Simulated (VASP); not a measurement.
MnO2, 3 atoms in the cell. The structure is trigonal, space group P-3m1 (No. 164). Conventional cell: a = 2.877 Å, b = 2.877 Å, c = 5.446 Å, α = 90.00°, β = 90.00°, γ = 120.00°. Mn (site symmetry -3m) has 6 O at 1.92 Å within 2.5 Å. O (site symmetry 3m) has 3 Mn at 1.92 Å and 3 O at 2.53 Å within 2.6 Å. 

| Property | Result |
| --- | --- |
| Program | VASP 6.6.1 |
| Task | single point |
| Functional | PBE |
| Potentials or basis | VASP PAW PBE potentials, release 64 (Mn_sv, O) |
| Cutoff | 600 eV |
| k mesh | 14 × 14 × 6 |
| Occupations | gaussian, width 0.05 eV |
| Spin | collinear spin, ferromagnetic start |
| Starting moments | [2.77, 0.0, 0.0] μB |
| Dipole correction | no |
| Further INCAR settings | ALGO = Normal; EDIFF = 1e-06; NBANDS = 24 |

Potentials or basis: VASP PAW PBE potentials, release 64 (Mn_sv, O).

The run is started by

```bash
$ cat potpaw_PBE.64/Mn_sv/POTCAR potpaw_PBE.64/O/POTCAR > POTCAR
$ mpirun -np 1 vasp_std > vasp.out
```

Hardware: 1 thread of AMD EPYC 9R45 96-Core Processor (Zen 5), with other jobs on the host.

Task: Estimate the wall time of this run.

Result: Run time: 2.7 min on 1 thread of AMD EPYC 9R45 96-Core Processor (Zen 5), on a shared host, peak memory 0.31 GiB. Counts: scf iterations 18, k points 128.
